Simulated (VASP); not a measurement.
## Al: single point with revPBE

Crystal: Al.

```
CELL_PARAMETERS angstrom
0.00000 3.08257 3.08257
3.08257 0.00000 3.08257
3.08257 3.08257 0.00000
ATOMIC_POSITIONS crystal
Al 0.12500 0.12500 0.12500
Al 0.87500 0.87500 0.87500
```

This cell differs from its parent crystal: volume scaled by 1.04.

| Quantity | Value |
| --- | --- |
| Program | VASP 6.6.1 |
| Task | single point |
| Functional | revPBE |
| Potentials or basis | VASP PAW PBE potentials, release 64 (Al) |
| Cutoff | 520 eV |
| k mesh | 10 × 10 × 10 |
| Occupations | fermi-dirac, width 0.1 eV |
| Spin | no spin polarisation |
| Dipole correction | no |
| Further INCAR settings | ALGO = Normal; EDIFF = 1e-06; NBANDS = 10 |

```yaml
Pressure: -1.3 GPa
Band_gap_on_the_k_mesh: zero (band 3 reaches 4.48 eV, above the bottom of band 4 at 1.28 eV)
```

Levels at points of the mesh, in eV from the Fermi level:
| k point | band 1 | band 2 | band 3 | band 4 | band 5 | band 6 |
| --- | --- | --- | --- | --- | --- | --- |
| (0.00, 0.00, 0.00) | -7.60 | 1.99 | 1.99 | 1.99 | 3.83 | 3.83 |
| (0.50, 0.00, 0.00) | -5.71 | -3.70 | 1.01 | 1.01 | 3.01 | 4.31 |
| (0.50, 0.50, 0.00) | -4.28 | -4.28 | -0.37 | -0.37 | 2.13 | 2.13 |

Run time: 18 s on 1 thread of Intel Xeon 8259CL, on a shared host, peak memory 0.17 GiB.

Caveat: the PAW data sets were made with another functional, which shifts forces and pressure a little.
